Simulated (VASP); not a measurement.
Crystal: MnS.

```
CELL_PARAMETERS angstrom
0.00000 2.54760 2.54760
2.54760 0.00000 2.54760
2.54760 2.54760 0.00000
ATOMIC_POSITIONS crystal
Mn 0.00000 0.00000 0.00000
S 0.50000 0.50000 0.50000
```

| Quantity | Value |
| --- | --- |
| Program | VASP 6.6.1 |
| Task | relaxation of cell and atoms |
| Functional | PBEsol |
| Potentials or basis | VASP PAW PBE potentials, release 64 (Mn_pv, S) |
| Cutoff | 600 eV |
| k mesh | 14 × 14 × 14 |
| Occupations | gaussian, width 0.1 eV |
| Spin | collinear spin, ferromagnetic start |
| Starting moments | [4.42, 0.14] μB |

At the start: pressure -4.8 GPa; volume 16.53 Å³/atom.

Task: Where does the relaxation end?

Result: Over 3 steps the energy falls by 19.6 meV/atom and the volume is 15.14 Å³/atom (-8.4 %); space group Fm-3m (No. 225, to 0.1 Å) before and after; moment 4.14 μB per cell.

Step by step:
| step | energy change (eV) | largest force (eV/Å) | pressure (GPa) | volume (Å³) |
| --- | --- | --- | --- | --- |
| 1 | 0.0000 | 0.0000 | -4.80 | 33.07 |
| 2 | -0.0382 | 0.0000 | -0.70 | 30.75 |
| 3 | -0.0393 | 0.0000 | -0.02 | 30.29 |

Final structure:
```cif
data_structure
_symmetry_space_group_name_H-M 'P 1'
_symmetry_Int_Tables_number 1
_cell_length_a 3.4988
_cell_length_b 3.4988
_cell_length_c 3.4988
_cell_angle_alpha 60.000
_cell_angle_beta 60.000
_cell_angle_gamma 60.000
_cell_volume 30.29
loop_
_atom_site_label
_atom_site_type_symbol
_atom_site_fract_x
_atom_site_fract_y
_atom_site_fract_z
_atom_site_occupancy
Mn1 Mn 0.00000 0.00000 0.00000 1
S1 S 0.50000 0.50000 0.50000 1
```

Caveat: the PAW data sets were made with another functional, which shifts forces and pressure a little; a cell with one magnetic atom can't hold antiferromagnetic order, which such compounds often take.
